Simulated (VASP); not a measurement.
# BeMo (P6_3mc) in VASP: relaxation of cell and atoms with PBE

Aim: the relaxation of cell and atoms of BeMo with PBE.

All numbers are computed with VASP 6.6.1; they aren't measurements. Logs are shortened: lines on timing, memory, paths and dates and some standing lists are left out, and cuts for length are marked.

### 1 The cell of the first run

The structure is hexagonal, space group P6_3mc (No. 186). Conventional cell: a = 4.352 Å, b = 4.352 Å, c = 3.110 Å, α = 90.00°, β = 90.00°, γ = 120.00°. Within 2.1 Å of Be (site symmetry 3m) lie 2 Be at 1.56 Å. Mo (site symmetry 3m) has 9 Be at 2.57 to 3.26 Å and 8 Mo at 2.96 to 3.11 Å within 3.4 Å.

### 2 Relaxation of cell and atoms, PBE

INCAR

```
SYSTEM = BeMo
ALGO = Normal
EDIFF = 1E-7
EDIFFG = -0.04
ENCUT = 600
GGA = PE
IBRION = 2
ISIF = 3
ISMEAR = 0
LASPH = .True.
LCHARG = .False.
LREAL = .False.
LWAVE = .False.
NELM = 80
NSW = 90
PREC = Accurate
SIGMA = 0.1
```

KPOINTS

```
k-points
0
Gamma
  6 6 6
  0 0 0
```

POSCAR

```
BeMo
1.0
    4.3520488341      0.0000000000      0.0000000000
   -2.1760244170      3.7689848488      0.0000000000
    0.0000000000      0.0000000000      3.1103763567
Be Mo
2 2
Direct
    0.0000000000      0.0000000000      0.3333333333
    0.0000000000      0.0000000000      0.8333333333
    0.6666666667      0.3333333333      0.1666666667
    0.3333333333      0.6666666667      0.6666666667
```

Potentials or basis: VASP PAW PBE potentials, release 64 (Be, Mo_sv).

Launch:

```
$ cat potpaw_PBE.64/Be/POTCAR potpaw_PBE.64/Mo_sv/POTCAR > POTCAR
$ mpirun -np 1 vasp_std > vasp.out
```

OUTCAR:

```text
SYSTEM = BeMo
   EDIFF = 1E-7
   EDIFFG = -0.04
   ENCUT = 600
   GGA = PE
   IBRION = 2
   ISIF = 3
   ISMEAR = 0
   LASPH = .True.
   LREAL = .False.
   NELM = 80
   NSW = 90
   PREC = Accurate

 ion  position               nearest neighbor table
   1  0.000  0.000  0.333-   2 1.56   2 1.56   3 2.57   3 2.57   3 2.57   4 2.72   4 2.72   4 2.72

   2  0.000  0.000  0.833-   1 1.56   1 1.56   4 2.57   4 2.57   4 2.57   3 2.72   3 2.72   3 2.72

   3  0.667  0.333  0.167-   1 2.57   1 2.57   1 2.57   2 2.72   2 2.72   2 2.72   4 2.96   4 2.96
                             4 2.96   4 2.96   4 2.96   4 2.96
   4  0.333  0.667  0.667-   2 2.57   2 2.57   2 2.57   1 2.72   1 2.72   1 2.72   3 2.96   3 2.96
                             3 2.96   3 2.96   3 2.96   3 2.96

  LATTYP: Found a hexagonal cell.
 ALAT       =     4.3520488341
 C/A-ratio  =     0.7146924300

  Lattice vectors:

 A1 = (   4.3520488341,   0.0000000000,   0.0000000000)
 A2 = (  -2.1760244170,   3.7689848488,   0.0000000000)
 A3 = (   0.0000000000,   0.0000000000,   3.1103763567)

Analysis of symmetry for initial positions (statically):
=====================================================================
 Subroutine PRICEL returns:
 Original cell was already a primitive cell.

 Routine SETGRP: Setting up the symmetry group for a
 hexagonal supercell.

 Subroutine GETGRP returns: Found 12 space group operations
 (whereof  6 operations were pure point group operations)
 out of a pool of 24 trial point group operations.

The static configuration has the point symmetry C_3v.
 The point group associated with its full space group is C_6v.

Analysis of symmetry for dynamics (positions and initial velocities):
=====================================================================
 Subroutine PRICEL returns:
 Original cell was already a primitive cell.

 Routine SETGRP: Setting up the symmetry group for a
 hexagonal supercell.

 Subroutine GETGRP returns: Found 12 space group operations
 (whereof  6 operations were pure point group operations)
 out of a pool of 24 trial point group operations.

The dynamic configuration has the point symmetry C_3v.
 The point group associated with its full space group is C_6v.

 Subroutine INISYM returns: Found 12 space group operations
 (whereof  6 operations are pure point group operations),
 and found     1 'primitive' translations

----------------------------------------------------------------------------------------

                                     Primitive cell

  volume of cell :      51.0189

  direct lattice vectors                    reciprocal lattice vectors
     4.352048834  0.000000000  0.000000000     0.229776833  0.132661717  0.000000000
    -2.176024417  3.768984849  0.000000000     0.000000000  0.265323433  0.000000000
     0.000000000  0.000000000  3.110376357     0.000000000  0.000000000  0.321504501

  length of vectors
     4.352048834  4.352048834  3.110376357     0.265323433  0.265323433  0.321504501

  position of ions in fractional coordinates (direct lattice)
     0.000000000  0.000000000  0.333333333
     0.000000000  0.000000000  0.833333333
     0.666666667  0.333333333  0.166666667
     0.333333333  0.666666667  0.666666667

  ion indices of the primitive-cell ions
   primitive index   ion index
                 1           1
                 2           2
                 3           3
                 4           4

----------------------------------------------------------------------------------------

 KPOINTS: k-points

Automatic generation of k-mesh.
 Grid dimensions read from file:
 generate k-points for:    6    6    6

 Generating k-lattice:

  Cartesian coordinates                     Fractional coordinates (reciprocal lattice)
     0.038296139  0.022110286  0.000000000     0.166666667  0.000000000  0.000000000
     0.000000000  0.044220572  0.000000000     0.000000000  0.166666667  0.000000000
     0.000000000  0.000000000  0.053584084     0.000000000  0.000000000  0.166666667

  Length of vectors
     0.044220572  0.044220572  0.053584084

  Shift w.r.t. Gamma in fractional coordinates (k-lattice)
     0.000000000  0.000000000  0.000000000

 Subroutine IBZKPT returns following result:
 ===========================================

 Found     28 irreducible k-points:

 Following reciprocal coordinates:
            Coordinates               Weight
  0.000000  0.000000  0.000000      1.000000
  0.166667 -0.000000  0.000000      6.000000
  0.333333 -0.000000  0.000000      6.000000
  0.500000 -0.000000  0.000000      3.000000
  0.166667  0.166667  0.000000      6.000000
  0.333333  0.166667  0.000000     12.000000
[... 16 lines left out ...]
  0.166667 -0.000000  0.500000      6.000000
  0.333333 -0.000000  0.500000      6.000000
 [... further k-points ...]
   k-points           NKPTS =     28   k-points in BZ     NKDIM =     28   number of bands    NBANDS=     20
   number of dos      NEDOS =    301   number of ions     NIONS =      4
   total plane-waves  NPLWV =  36288
   dimension x,y,z NGX =    36 NGY =   36 NGZ =   28
   dimension x,y,z NGXF=    72 NGYF=   72 NGZF=   56
   ions per type =               2   2
   NGX,Y,Z   is equivalent  to a cutoff of  13.75, 13.75, 14.97 a.u.
   NGXF,Y,Z  is equivalent  to a cutoff of  27.50, 27.50, 29.93 a.u.
 SYSTEM =  BeMo
   PREC   = accura    normal or accurate (medium, high low for compatibility)
   ISTART =      0    job   : 0-new  1-cont  2-samecut
   ICHARG =      2    charge: 1-file 2-atom 10-const
   ISPIN  =      1    spin polarized calculation?
   LNONCOLLINEAR =      F non collinear calculations
   LSORBIT =      F    spin-orbit coupling
   LASPH  =      T    aspherical Exc in radial PAW
   ENCUT  =  600.0 eV  44.10 Ry    6.64 a.u.   8.69  8.69  6.21*2*pi/ulx,y,z
   NELM   =     80;   NELMIN=  2; NELMDL= -5     # of ELM steps
   EDIFF  = 0.1E-06   stopping-criterion for ELM
   LREAL  =      F    real-space projection
   EDIFFG = -.4E-01   stopping-criterion for IOM
   NSW    =     90    number of steps for IOM
   IBRION =      2    ionic relax: 0-MD 1-quasi-New 2-CG
   NFREE  =      1    steps in history (QN), initial steepest desc. (CG)
   ISIF   =      3    stress and relaxation
   ISYM   =      2    0-nonsym 1-usesym 2-fastsym
   POTIM  = 0.5000    time-step for ionic-motion
   TEBEG  =    0.0;   TEEND  =   0.0 temperature during run
   PSTRESS=    0.0 pullay stress
   NELECT =      32.0000    total number of electrons
   NUPDOWN=      -1.0000    fix difference up-down
   EMIN   =  10.00;   EMAX   =-10.00  energy-range for DOS
[... 5 lines left out ...]
     AMIX     =   0.40;   BMIX     =  1.00
     AMIX_MAG =   1.60;   BMIX_MAG =  1.00
  volume/ion in A,a.u.               =      12.75        86.07
  Fermi-wavevector in a.u.,A,eV,Ry     =   1.401354  2.648175 26.719018  1.963792
  Thomas-Fermi vector in A             =   2.524223
   LORBIT       =      0    0 simple, 1 ext, 2 COOP (PROOUT), +10 PAW based schemes
   GGA     = PE    functional components
   LHFCALC =     F    Hartree Fock is set to
   AEXX    =    0.0000 exact exchange contribution
   IVDW    =     0    specifies the selected vdW correction
   LEPSILON=     F    determine dielectric tensor
   LRPA    =     F    only Hartree local field effects (RPA)
 conjugate gradient relaxation of ions
 non-spin polarized calculation
 Gauss-broadening in eV      SIGMA  =   0.10
  energy-cutoff  :      600.00
  volume of cell :       51.02
 maximum number of plane-waves:      1713
 NGX is ok and might be reduce to    36
   NGX = 17   NGY = 17   NGZ = 13

--------------------------------------- Ionic step        1  -------------------------------------------

 number of electron      31.9999997 magnetization

 Free energy of the ion-electron system (eV)
  ---------------------------------------------------
  ext. energy  EPLUGINS =         0.00000000
  ---------------------------------------------------
  free energy    TOTEN  =       -24.68988541 eV

  energy without entropy =      -24.66948262  energy(sigma->0) =      -24.67968401

------------------------ aborting loop because EDIFF is reached ----------------------------------------

  FORCE on cell =-STRESS in cart. coord.  units (eV):
  Direction    XX          YY          ZZ          XY          YZ          ZX
  --------------------------------------------------------------------------------------
  -------------------------------------------------------------------------------------
  Total       -7.8343545     -7.8343545     15.0786320     -0.0000000      0.0000000      0.0000000
  in kB     -246.0269638   -246.0269638    473.5233857     -0.0000000      0.0000000      0.0000000
  external PRESSURE =      -6.1768473 kB  Pullay stress =       0.0000000 kB
[... 95 lines left out ...]
  FREE ENERGIE OF THE ION-ELECTRON SYSTEM (eV)
  ---------------------------------------------------
  free  energy   TOTEN  =       -26.6267173801 eV

  energy  without entropy=      -26.6045559964  energy(sigma->0) =      -26.61563669

 E-fermi :  10.0198     XC(G=0): -12.4081

 val. band max:        9.9093480028   @ k =   0.1667   0.1667   0.1667
 cond. band min:      10.0918928701   @ k =   0.1667  -0.0000   0.3333
 fundamental gap:      0.1825448673
 Fermi energy:        10.0198080853

 k-point     1 :       0.0000    0.0000    0.0000
  band No.  band energies     occupation
      1     -50.8522      2.00000
      2     -50.7775      2.00000
      3     -25.1867      2.00000
      4     -24.8869      2.00000
      5     -24.8869      2.00000
      6     -24.7917      2.00000
[... 12 lines left out ...]
     19      10.2353      0.00231
[... 513 lines left out ...]
      4     -25.1027      2.00000
      5     -24.8803      2.00000
      6     -24.8803      2.00000
[... 12 lines left out ...]
     19      11.3183      0.00000
     20      11.3183      0.00000

 [... further k-points ...]

[... ionic steps 4 to 23 ...]

--------------------------------------- Ionic step       24  -------------------------------------------

 number of electron      32.0000004 magnetization

------------------------ aborting loop because EDIFF is reached ----------------------------------------

  FORCE on cell =-STRESS in cart. coord.  units (eV):
  Direction    XX          YY          ZZ          XY          YZ          ZX
  --------------------------------------------------------------------------------------
  -------------------------------------------------------------------------------------
  Total        0.0508326      0.0508326      0.1746220      0.0000000      0.0000000      0.0000000
  in kB        1.6589130      1.6589130      5.6987633      0.0000000      0.0000000      0.0000000
  external PRESSURE =       3.0055297 kB  Pullay stress =       0.0000000 kB
[... 61 lines left out ...]
  energy  without entropy=      -28.2913670582  energy(sigma->0) =      -28.29397729

--------------------------------------- Ionic step       26  -------------------------------------------

 number of electron      32.0000004 magnetization

 Free energy of the ion-electron system (eV)
  ---------------------------------------------------
  ext. energy  EPLUGINS =         0.00000000
  ---------------------------------------------------
  free energy    TOTEN  =       -28.29672966 eV

  energy without entropy =      -28.29151225  energy(sigma->0) =      -28.29412096

 E-fermi :   9.5057     XC(G=0): -12.1987

 val. band max:        9.4075893258   @ k =   0.1667   0.1667   0.1667
 cond. band min:       9.5401738502   @ k =   0.1667  -0.0000   0.3333
 fundamental gap:      0.1325845244
 Fermi energy:         9.5057423807

 k-point     1 :       0.0000    0.0000    0.0000
  band No.  band energies     occupation
      1     -51.4401      2.00000
      2     -51.3744      2.00000
      3     -25.7258      2.00000
      4     -25.4798      2.00000
      5     -25.4798      2.00000
      6     -25.3896      2.00000
[... 12 lines left out ...]
     19       9.6358      0.06578
[... 513 lines left out ...]
      4     -25.6555      2.00000
      5     -25.4673      2.00000
      6     -25.4673      2.00000
[... 12 lines left out ...]
     19      10.7265      0.00000
     20      10.7265      0.00000

 [... further k-points ...]
[... 5 lines left out ...]
  --------------------------------------------------------------------------------------
  -------------------------------------------------------------------------------------
  Total        0.0199927      0.0199927      0.1267398      0.0000000     -0.0000000     -0.0000000
  in kB        0.6520663      0.6520663      4.1336575      0.0000000     -0.0000000     -0.0000000
  external PRESSURE =       1.8125967 kB  Pullay stress =       0.0000000 kB
[... 19 lines left out ...]
  FREE ENERGIE OF THE ION-ELECTRON SYSTEM (eV)
  ---------------------------------------------------
  free  energy   TOTEN  =       -28.2967296647 eV

  energy  without entropy=      -28.2915122461  energy(sigma->0) =      -28.29412096

 reached required accuracy - stopping structural energy minimisation
```

It took 5 min on 1 thread of Intel Xeon 6975P-C (Granite Rapids), shared host; peak memory 0.2 GiB.

What came out:

| Property | Result |
| --- | --- |
| Free energy | -28.2967 eV |
| Relaxed volume | 12.28 Å³/atom |
| Relaxed cell | a = 3.416 Å, b = 3.416 Å, c = 4.860 Å, α = 90.00°, β = 90.00°, γ = 120.00° |
| Space group after relaxing (to 0.05 Å) | P6_3/mmc (No. 194) |
| Energy gained by relaxing | 901.7 meV/atom |
| Ionic steps | 26 |
| Pressure after relaxing | 0.2 GPa |
| Largest force after relaxing | 0.008 eV/Å |
| Band gap on the k mesh | zero (band 16 reaches 10.41 eV, above the bottom of band 17 at 8.75 eV) |

Forces on the atoms (eV/Å):
```
Be   0.000  0.000 -0.008
Be   0.000  0.000 -0.008
Mo   0.000  0.000  0.008
Mo   0.000  0.000  0.008
```

Step by step:
```
step  energy change (eV)  largest force (eV/Å)  pressure (GPa)  volume (Å³)
   1              0.0000                0.1083           -0.62        51.02
   2             -1.9365                1.0048            2.26        49.44
   3             -1.9368                1.0518            2.67        49.36
   4             -2.1497                0.8657           -2.65        50.83
   5             -2.2912                0.4155           -8.44        52.71
   6             -2.3986                0.2011           -6.41        51.95
   7             -2.5058                0.3335           -1.75        50.49
   8             -2.5098                0.4979           -0.36        50.11
   9             -2.5894                0.5718            1.04        49.72
  10             -2.8927                0.8022            5.77        48.43
  11             -3.1574                1.4356           19.25        45.32
  12             -3.1807                1.4446           18.84        45.37
  13             -3.2287                1.4702           17.77        45.51
  14             -3.2222                1.4760           16.44        45.72
  15             -3.2417                1.4780           16.92        45.64
  16             -3.2966                1.3859           14.94        45.99
  17             -3.4289                1.1235            9.36        47.06
  18             -3.5612                0.6583           -0.17        49.25
  19             -3.5696                0.5339           -2.64        49.92
  20             -3.5697                0.5181           -2.96        50.01
  21             -3.5807                0.4391           -2.45        49.86
  22             -3.6022                0.1975           -0.85        49.41
  23             -3.5914                0.3058            2.68        48.51
  24             -3.6067                0.0289            0.30        49.09
  25             -3.6067                0.0188            0.36        49.08
  26             -3.6068                0.0077            0.18        49.12
```

Final structure:
```cif
data_structure
_symmetry_space_group_name_H-M 'P 1'
_symmetry_Int_Tables_number 1
_cell_length_a 3.4163
_cell_length_b 3.4163
_cell_length_c 4.8600
_cell_angle_alpha 90.000
_cell_angle_beta 90.000
_cell_angle_gamma 120.000
_cell_volume 49.12
loop_
_atom_site_label
_atom_site_type_symbol
_atom_site_fract_x
_atom_site_fract_y
_atom_site_fract_z
_atom_site_occupancy
Be1 Be 0.00000 0.00000 0.37508 1
Be2 Be 0.00000 0.00000 0.87508 1
Mo1 Mo 0.66667 0.33333 0.12492 1
Mo2 Mo 0.33333 0.66667 0.62492 1
```
